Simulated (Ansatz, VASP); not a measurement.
Two plane-wave programs on C

INCAR

```
ALGO     = Normal         # electronic algorithm
EDIFF    = 1E-6           # SCF threshold, eV
ENCUT    = 520            # plane-wave cutoff, eV
GGA      = PE             # functional
ISIF     = 2              # what is computed and relaxed
ISMEAR   = 0              # smearing method
LASPH    = T              # aspherical terms in the spheres
LCHARG   = F              # write CHGCAR
LREAL    = F              # projectors in reciprocal space
LWAVE    = F              # write WAVECAR
NBANDS   = 16             # bands
NELM     = 60             # most SCF steps
PREC     = Accurate       # precision mode
SIGMA    = 0.15           # smearing width, eV
```

Contents of KPOINTS:

```
k-points
0
Gamma
  18 18 6
```

The input POSCAR:

```
C
1.0
    2.4665231295      0.0000000000      0.0000000000
   -1.2332615647      2.1360716891      0.0000000000
    0.0000000000      0.0000000000      8.5653080463
C
4
Direct
   -0.0731669617      0.1998958569      0.0025000000
    0.0731669617     -0.1998958569      0.5025000000
    0.2601649803      0.8665663246      0.0025000000
    0.7398350197      0.1334336754      0.5025000000
```

Input for Ansatz:

```yaml
crystal:
  lattice:
    - [2.4665231295, 0.0, 0.0]
    - [-1.2332615647, 2.1360716891, 0.0]
    - [0.0, 0.0, 8.5653080463]
  atoms:
    - { symbol: C, position: [-0.0731669617, 0.1998958569, 0.0025] }
    - { symbol: C, position: [0.0731669617, -0.1998958569, 0.5025] }
    - { symbol: C, position: [0.2601649803, 0.8665663246, 0.0025] }
    - { symbol: C, position: [0.7398350197, 0.1334336754, 0.5025] }
basis:
  ecutwfc: 520.0
kpoints:
  mp_grid: { grid: [18, 18, 6] }
hamiltonian:
  xc: pbe
  pseudopotentials: { kind: paw, azcp: { folder: soft_1 } }
scf:
  occupations: { method: gaussian, width: 0.15 }
output:
  forces: true
  stress: true
  eigenvalues: true
```

Change from the starting cell: mode 4 frozen in at -0.427 Å and mode 5 at +0.427 Å (largest displacements).

Alike in both runs: task single point; functional PBE; k mesh 18 × 18 × 6; occupations gaussian, width 0.15 eV; no spin polarisation.

|  | VASP | Ansatz |
| --- | --- | --- |
| version | VASP 6.6.1 | Ansatz 0.2.0 |
| potentials or method | VASP PAW PBE potentials, release 64 (C), cutoff 520 eV | scalar-relativistic, plane waves, PAW |
| valence electrons in the cell | 16 | 16 |

|  | VASP | Ansatz | Ansatz less VASP |
| --- | --- | --- | --- |
| gap on the k mesh at the Fermi level (eV) | none | none | - |
| pressure (GPa) | 0.4 | 0.0 | -0.35 |
| traceless stress, the component that is largest in VASP (GPa) | -0.33 | 0.09 | +0.417 |

A gap of «none» marks a metal or a gap that the smearing closes.
